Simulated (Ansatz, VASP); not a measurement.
## Cu in VASP and in Ansatz

INCAR

```
PREC     = Accurate       # precision mode
ENCUT    = 820            # plane-wave cutoff, eV
EDIFF    = 1E-6           # SCF threshold, eV
ISMEAR   = 0              # smearing method
SIGMA    = 0.1            # smearing width, eV
LREAL    = False          # projectors in reciprocal space
LASPH    = True           # aspherical terms in the spheres
NELM     = 120            # most SCF steps
ALGO     = Normal         # electronic algorithm
ISIF     = 2              # what is computed and relaxed
LWAVE    = False          # write WAVECAR
LCHARG   = True           # write CHGCAR
GGA      = PE             # functional
LELF     = True           # ELF
LVHAR    = True         
NBANDS   = 16             # bands
GGA_COMPAT= False
```

File KPOINTS:

```
regular mesh
0
Gamma
  4 4 4
```

POSCAR

```
Cu
1.0
   -1.4427933200      1.4427933200      1.3760814500
    1.4427933200     -1.4427933200      1.3760814500
    1.4427933200      1.4427933200     -1.3760814500
Cu
1
Direct
    0.0000000000      0.0000000000      0.0000000000
```

Input for Ansatz:

```yaml
crystal:
  lattice:
    - [-1.44279332, 1.44279332, 1.37608145]
    - [1.44279332, -1.44279332, 1.37608145]
    - [1.44279332, 1.44279332, -1.37608145]
  atoms:
    - { symbol: Cu, position: [0.0, 0.0, 0.0] }
basis:
  ecutwfc: 420
kpoints:
  mp_grid: { grid: [4, 4, 4] }
hamiltonian:
  xc: pbe
scf:
  occupations: { method: gaussian, width: 0.1 }
output:
  forces: true
  stress: true
  eigenvalues: true
```

Alike in both runs: task single point; functional PBE; k mesh 4 × 4 × 4; occupations gaussian, width 0.1 eV; no spin polarisation.

```csv
,VASP,Ansatz
version,VASP 6.6.1,Ansatz 0.2.0
potentials or method,"VASP PAW PBE potentials, release 64 (Cu_sv_GW), cutoff 820 eV","scalar-relativistic, plane waves, PAW"
valence electrons in the cell,19,19
```

```csv
,VASP,Ansatz,Ansatz less VASP
gap on the k mesh at the Fermi level (eV),none,none,-
pressure (GPa),5.4,6.7,+1.30
"traceless stress, the component that is largest in VASP (GPa)",-1.12,-1.13,-0.003
```

A gap of «none» marks a metal or a gap that the smearing closes. The functional is the same, so the differences come from potentials, cutoffs and numerics.

The k mesh is coarse, so the values compare programs but aren't converged.
